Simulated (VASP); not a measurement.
Al:

```
Al
1.0
     0.00000    2.02481    2.02481
     2.02481    0.00000    2.02481
     2.02481    2.02481    0.00000
Al
1
Direct
  0.00000 0.00000 0.00000
```

Base run:

```yaml
Program: VASP 6.6.1
Functional: pbesol exchange, pbe correlation
Potentials_or_basis: VASP PAW PBE potentials, release 64 (Al)
Cutoff: 500 eV
k_mesh: 11 × 11 × 11
Occupations: gaussian, width 0.1 eV
Spin: no spin polarisation
```

Its results: band gap on the k mesh zero (an odd number of electrons rules out a gap without spin polarisation); pressure -2.5 GPa.

Problem. The run is repeated on the same cell with these changes: functional from pbesol exchange, pbe correlation to revPBE; dispersion from none to D4. What comes out?

Solution. Band gap on the k mesh zero (an odd number of electrons rules out a gap without spin polarisation); pressure -4.8 GPa.

Several settings changed at once.

Caveats: the PAW data sets were made with another functional, which shifts forces and pressure a little; the cell stands under tension (at least some runs).
